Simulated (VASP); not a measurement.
Set up this calculation in VASP 6.6.1, as the native input.

| Property | Result |
| --- | --- |
| Task | single point |
| Functional | PBE |
| Potentials or basis | VASP PAW PBE potentials, release 64 (Bi_d, Te) |
| Cutoff | 520 eV |
| k mesh | 6 × 6 × 6 |
| Occupations | fermi-dirac, width 0.1 eV |
| Spin | no spin polarisation |
| Dipole correction | no |
| Further INCAR settings | ALGO = Normal; EDIFF = 1e-07; NBANDS = 18 |

The structure of BiTe lies in POSCAR:

```
BiTe
1.0
    0.0000000000      3.1801588970      3.1801588970
    3.1801588970      0.0000000000      3.1801588970
    3.1801588970      3.1801588970      0.0000000000
Bi Te
1 1
Direct
    0.0000000000      0.0000000000      0.0000000000
    0.5000000000      0.5000000000      0.5000000000
```

One way to write it, as run:

INCAR

```
SYSTEM = BiTe
PREC     = Accurate       ! precision mode
ENCUT    = 520            ! plane-wave cutoff, eV
EDIFF    = 1E-7           ! SCF threshold, eV
ISMEAR   = -1             ! smearing method
SIGMA    = 0.1            ! smearing width, eV
LREAL    = .False.        ! projectors in reciprocal space
LASPH    = .True.         ! aspherical terms in the spheres
NELM     = 80             ! most SCF steps
ALGO     = Normal         ! electronic algorithm
ISIF     = 2              ! what is computed and relaxed
LWAVE    = .False.        ! write WAVECAR
LCHARG   = .False.        ! write CHGCAR
GGA      = PE             ! functional
NBANDS   = 18             ! bands
```

KPOINTS

```
Automatic mesh
0
Gamma
  6 6 6
  0 0 0
```

Potentials or basis: VASP PAW PBE potentials, release 64 (Bi_d, Te).

The run is started by

```console
$ cat potpaw_PBE.64/Bi_d/POTCAR potpaw_PBE.64/Te/POTCAR > POTCAR
$ mpirun -np 1 vasp_std > vasp.out
```

It gave:

The pressure is 3.7 GPa.

Run time: 12 s on 1 thread of Intel Xeon 6975P-C, with other jobs on the host, peak memory 0.2 GiB.
